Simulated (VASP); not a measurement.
# Al (P6_3/mmc) in VASP: single point with PBEsol

Aim: the single point of Al with PBEsol.

Everything below comes from runs of VASP 6.6.1. Logs are shortened: lines on timing, memory, paths and dates and some standing lists are left out, and cuts for length are marked.

### Step 1. The cell of the first run

It takes space group P6_3/mmc (No. 194, hexagonal). The conventional cell has a = 2.850 Å, b = 2.850 Å, c = 4.638 Å, α = 90.00°, β = 90.00°, γ = 120.00°. Within 3.7 Å of Al (site symmetry -6m2) lie 12 Al at 2.84 to 2.85 Å.

### Step 2. Single point, PBEsol

Contents of INCAR:

```
SYSTEM = Al
PREC = Accurate
ENCUT = 520
EDIFF = 1E-6
ISMEAR = 0
SIGMA = 0.15
LREAL = .FALSE.
LASPH = .TRUE.
NELM = 60
ALGO = Normal
ISIF = 2
LWAVE = .FALSE.
LCHARG = .FALSE.
GGA = PS
NBANDS = 10
```

Contents of KPOINTS:

```
regular mesh
0
G
  18 18 10
  0 0 0
```

Contents of POSCAR:

```
Al
1.0
    2.8496988417      0.0000000000      0.0000000000
   -1.4248494208      2.4679115900      0.0000000000
    0.0000000000      0.0000000000      4.6382883863
Al
2
Direct
    0.6666666667      0.3333333333      0.7500000000
    0.3333333333      0.6666666667      0.2500000000
```

Potentials or basis: VASP PAW PBE potentials, release 64 (Al).

The run is started by

```sh
cat potpaw_PBE.64/Al/POTCAR > POTCAR
mpirun -np 1 vasp_std > vasp.out
```

OUTCAR:

```text
SYSTEM = Al
   PREC = Accurate
   ENCUT = 520
   EDIFF = 1E-6
   ISMEAR = 0
   LREAL = .FALSE.
   LASPH = .TRUE.
   NELM = 60
   ISIF = 2
   GGA = PS

 ion  position               nearest neighbor table
   1  0.667  0.333  0.750-   2 2.84   2 2.84   2 2.84   2 2.84   2 2.84   2 2.84
   2  0.333  0.667  0.250-   1 2.84   1 2.84   1 2.84   1 2.84   1 2.84   1 2.84

  LATTYP: Found a hexagonal cell.
 ALAT       =     2.8496988417
 C/A-ratio  =     1.6276416014

  Lattice vectors:

 A1 = (   2.8496988417,   0.0000000000,   0.0000000000)
 A2 = (  -1.4248494208,   2.4679115900,   0.0000000000)
 A3 = (   0.0000000000,   0.0000000000,   4.6382883863)

Analysis of symmetry for initial positions (statically):
=====================================================================
 Subroutine PRICEL returns:
 Original cell was already a primitive cell.

 Routine SETGRP: Setting up the symmetry group for a
 hexagonal supercell.

 Subroutine GETGRP returns: Found 24 space group operations
 (whereof 12 operations were pure point group operations)
 out of a pool of 24 trial point group operations.

The static configuration has the point symmetry D_3d.
 The point group associated with its full space group is D_6h.

Analysis of symmetry for dynamics (positions and initial velocities):
=====================================================================
 Subroutine PRICEL returns:
 Original cell was already a primitive cell.

 Routine SETGRP: Setting up the symmetry group for a
 hexagonal supercell.

 Subroutine GETGRP returns: Found 24 space group operations
 (whereof 12 operations were pure point group operations)
 out of a pool of 24 trial point group operations.

The dynamic configuration has the point symmetry D_3d.
 The point group associated with its full space group is D_6h.

 Subroutine INISYM returns: Found 24 space group operations
 (whereof 12 operations are pure point group operations),
 and found     1 'primitive' translations

----------------------------------------------------------------------------------------

                                     Primitive cell

  volume of cell :      32.6202

  direct lattice vectors                    reciprocal lattice vectors
     2.849698842  0.000000000  0.000000000     0.350914274  0.202600451  0.000000000
    -1.424849421  2.467911590  0.000000000     0.000000000  0.405200901  0.000000000
     0.000000000  0.000000000  4.638288386     0.000000000  0.000000000  0.215596771

  length of vectors
     2.849698842  2.849698842  4.638288386     0.405200901  0.405200901  0.215596771

  position of ions in fractional coordinates (direct lattice)
     0.666666667  0.333333333  0.750000000
     0.333333333  0.666666667  0.250000000

  ion indices of the primitive-cell ions
   primitive index   ion index
                 1           1
                 2           2

----------------------------------------------------------------------------------------

 KPOINTS: regular mesh

Automatic generation of k-mesh.
 Grid dimensions read from file:
 generate k-points for:   18   18   10

 Generating k-lattice:

  Cartesian coordinates                     Fractional coordinates (reciprocal lattice)
     0.019495237  0.011255581  0.000000000     0.055555556 -0.000000000  0.000000000
     0.000000000  0.022511161  0.000000000     0.000000000  0.055555556  0.000000000
     0.000000000  0.000000000  0.021559677     0.000000000  0.000000000  0.100000000

  Length of vectors
     0.022511161  0.022511161  0.021559677

  Shift w.r.t. Gamma in fractional coordinates (k-lattice)
     0.000000000  0.000000000  0.000000000

 Subroutine IBZKPT returns following result:
 ===========================================

 Found    222 irreducible k-points:

 Following reciprocal coordinates:
            Coordinates               Weight
  0.000000  0.000000  0.000000      1.000000
  0.055556  0.000000  0.000000      6.000000
  0.111111  0.000000  0.000000      6.000000
  0.166667  0.000000  0.000000      6.000000
  0.222222  0.000000  0.000000      6.000000
  0.277778  0.000000  0.000000      6.000000
[... 16 lines left out ...]
  0.333333  0.111111  0.000000     12.000000
  0.388889  0.111111  0.000000     12.000000
 [... further k-points ...]
   k-points           NKPTS =    222   k-points in BZ     NKDIM =    222   number of bands    NBANDS=     10
   number of dos      NEDOS =    301   number of ions     NIONS =      2
   total plane-waves  NPLWV =  20736
   dimension x,y,z NGX =    24 NGY =   24 NGZ =   36
   dimension x,y,z NGXF=    48 NGYF=   48 NGZF=   72
   ions per type =               2
   NGX,Y,Z   is equivalent  to a cutoff of  14.00, 14.00, 12.90 a.u.
   NGXF,Y,Z  is equivalent  to a cutoff of  28.00, 28.00, 25.81 a.u.
 SYSTEM =  Al
   PREC   = accura    normal or accurate (medium, high low for compatibility)
   ISTART =      0    job   : 0-new  1-cont  2-samecut
   ICHARG =      2    charge: 1-file 2-atom 10-const
   ISPIN  =      1    spin polarized calculation?
   LNONCOLLINEAR =      F non collinear calculations
   LSORBIT =      F    spin-orbit coupling
   LASPH  =      T    aspherical Exc in radial PAW
   ENCUT  =  520.0 eV  38.22 Ry    6.18 a.u.   5.30  5.30  8.62*2*pi/ulx,y,z
   NELM   =     60;   NELMIN=  2; NELMDL= -5     # of ELM steps
   EDIFF  = 0.1E-05   stopping-criterion for ELM
   LREAL  =      F    real-space projection
   EDIFFG = 0.1E-04   stopping-criterion for IOM
   NSW    =      0    number of steps for IOM
   IBRION =     -1    ionic relax: 0-MD 1-quasi-New 2-CG
   NFREE  =      0    steps in history (QN), initial steepest desc. (CG)
   ISIF   =      2    stress and relaxation
   ISYM   =      2    0-nonsym 1-usesym 2-fastsym
   POTIM  = 0.5000    time-step for ionic-motion
   TEBEG  =    0.0;   TEEND  =   0.0 temperature during run
   PSTRESS=    0.0 pullay stress
   NELECT =       6.0000    total number of electrons
   NUPDOWN=      -1.0000    fix difference up-down
   EMIN   =  10.00;   EMAX   =-10.00  energy-range for DOS
   EFERMI =   0.00;   METHOD = LEGACY
   ISMEAR =     0;   SIGMA  =   0.15  broadening in eV -4-tet -1-fermi 0-gaus
   EFERMI_NEDOS =   21; number of points for ismear=-14 and -15
   IALGO  =     38    algorithm
   IMIX   =      4    mixing-type and parameters
     AMIX     =   0.40;   BMIX     =  1.00
     AMIX_MAG =   1.60;   BMIX_MAG =  1.00
  volume/ion in A,a.u.               =      16.31       110.07
  Fermi-wavevector in a.u.,A,eV,Ry     =   0.931029  1.759389 11.793731  0.866815
  Thomas-Fermi vector in A             =   2.057479
   LORBIT       =      0    0 simple, 1 ext, 2 COOP (PROOUT), +10 PAW based schemes
   GGA     = PS    functional components
   LHFCALC =     F    Hartree Fock is set to
   AEXX    =    0.0000 exact exchange contribution
   IVDW    =     0    specifies the selected vdW correction
   LEPSILON=     F    determine dielectric tensor
   LRPA    =     F    only Hartree local field effects (RPA)
 non-spin polarized calculation
 Gauss-broadening in eV      SIGMA  =   0.15
  energy-cutoff  :      520.00
  volume of cell :       32.62
 maximum number of plane-waves:       892
 NGX is ok and might be reduce to    24
   NGX = 11   NGY = 11   NGZ = 17

 number of electron       6.0000000 magnetization

 Free energy of the ion-electron system (eV)
  ---------------------------------------------------
  ext. energy  EPLUGINS =         0.00000000
  ---------------------------------------------------
  free energy    TOTEN  =        -8.11942332 eV

  energy without entropy =       -8.10838638  energy(sigma->0) =       -8.11390485

 E-fermi :   8.0730     XC(G=0): -10.3003

 val. band max:        8.0631585364   @ k =   0.3889   0.1667   0.2000
 cond. band min:       8.0769992038   @ k =   0.2778   0.1111   0.3000
 fundamental gap:      0.0138406674
 Fermi energy:         8.0729614969

 k-point     1 :       0.0000    0.0000    0.0000
  band No.  band energies     occupation
      1      -3.1416      2.00000
      2       3.4516      2.00000
      3       3.7151      2.00000
      4      18.6649      0.00000
      5      18.6649      0.00000
      6      19.0530      0.00000
      7      19.0530      0.00000
      8      20.2504      0.00000
      9      22.1369      0.00000
     10      22.6076      0.00000

 k-point     2 :       0.0556    0.0000    0.0000
  band No.  band energies     occupation
      1      -3.0666      2.00000
      2       3.5210      2.00000
      3       3.7883      2.00000
      4      17.1091      0.00000
      5      17.7496      0.00000
      6      18.9370      0.00000
      7      20.0961      0.00000
      8      20.9256      0.00000
      9      22.4063      0.00000
     10      22.6808      0.00000

 k-point     3 :       0.1111    0.0000    0.0000
  band No.  band energies     occupation
      1      -2.8420      2.00000
      2       3.7293      2.00000
      3       4.0069      2.00000
      4      15.0433      0.00000
      5      16.7943      0.00000
      6      18.1632      0.00000
      7      20.7836      0.00000
      8      20.9285      0.00000
      9      21.4156      0.00000
     10      22.0463      0.00000

 k-point     4 :       0.1667    0.0000    0.0000
  band No.  band energies     occupation
      1      -2.4685      2.00000
      2       4.0764      2.00000
      3       4.3683      2.00000
      4      12.9915      0.00000
      5      15.9636      0.00000
      6      17.2527      0.00000
      7      18.9949      0.00000
      8      19.3315      0.00000
      9      21.5857      0.00000
     10      22.0320      0.00000
[... 222 lines left out ...]
 k-point    22 :       0.2778    0.1111    0.0000
  band No.  band energies     occupation
      1      -0.2488      2.00000
      2       6.1557      2.00000
      3       6.2881      2.00000
      4       7.8270      1.97958
      5      11.2867      0.00000
      6      13.6991      0.00000
      7      14.2955      0.00000
      8      17.6418      0.00000
      9      17.8178      0.00000
     10      18.9680      0.00000

 k-point    23 :       0.3333    0.1111    0.0000
  band No.  band energies     occupation
      1       0.7013      2.00000
      2       5.7304      2.00000
      3       7.0503      2.00000
      4       7.6575      1.99991
      5      10.8559      0.00000
      6      12.1327      0.00000
      7      12.9116      0.00000
      8      17.2688      0.00000
      9      17.5143      0.00000
     10      18.6535      0.00000

 k-point    24 :       0.3889    0.1111    0.0000
  band No.  band energies     occupation
      1       1.7875      2.00000
      2       4.3488      2.00000
      3       8.0604      1.09450
      4       8.5362      0.00001
      5      10.3609      0.00000
      6      10.7148      0.00000
      7      11.8647      0.00000
      8      17.0475      0.00000
      9      17.3309      0.00000
     10      18.4618      0.00000

 [... further k-points ...]
[... 5 lines left out ...]
  --------------------------------------------------------------------------------------
  -------------------------------------------------------------------------------------
  Total        0.0046034      0.0046034      0.0422281      0.0000000      0.0000000      0.0000000
  in kB        0.2261015      0.2261015      2.0740835      0.0000000      0.0000000      0.0000000
  external PRESSURE =       0.8420955 kB  Pullay stress =       0.0000000 kB

 VOLUME and BASIS-vectors are now :
 -----------------------------------------------------------------------------
  energy-cutoff  :      520.00
  volume of cell :       32.62
      direct lattice vectors                 reciprocal lattice vectors
     2.849698842  0.000000000  0.000000000     0.350914274  0.202600451  0.000000000
    -1.424849421  2.467911590  0.000000000     0.000000000  0.405200901  0.000000000
     0.000000000  0.000000000  4.638288386     0.000000000  0.000000000  0.215596771

 POSITION                                       TOTAL-FORCE (eV/Angst)
 -----------------------------------------------------------------------------------
      1.42485      0.82264      3.47872        -0.000000     -0.000000      0.000000
     -0.00000      1.64527      1.15957         0.000000      0.000000      0.000000
 -----------------------------------------------------------------------------------
    total drift:                                0.000000     -0.000000     -0.000000

  FREE ENERGIE OF THE ION-ELECTRON SYSTEM (eV)
  ---------------------------------------------------
  free  energy   TOTEN  =        -8.1194233203 eV

  energy  without entropy=       -8.1083863817  energy(sigma->0) =       -8.11390485
```

Run time: 21 s. Hardware: 1 thread of AMD EPYC 9R45 (Zen 5), shared host; peak memory 0.16 GiB.

What came out:

- Free energy: -8.1194 eV
- Pressure: 0.1 GPa
- Band gap on the k mesh: zero (band 3 reaches 12.25 eV, above the bottom of band 4 at 4.83 eV)

Stress tensor (GPa, compression positive):
```
0.02 0.00 0.00
0.00 0.02 0.00
0.00 0.00 0.21
```

Caveat: the PAW data sets were made with another functional, which shifts forces and pressure a little.
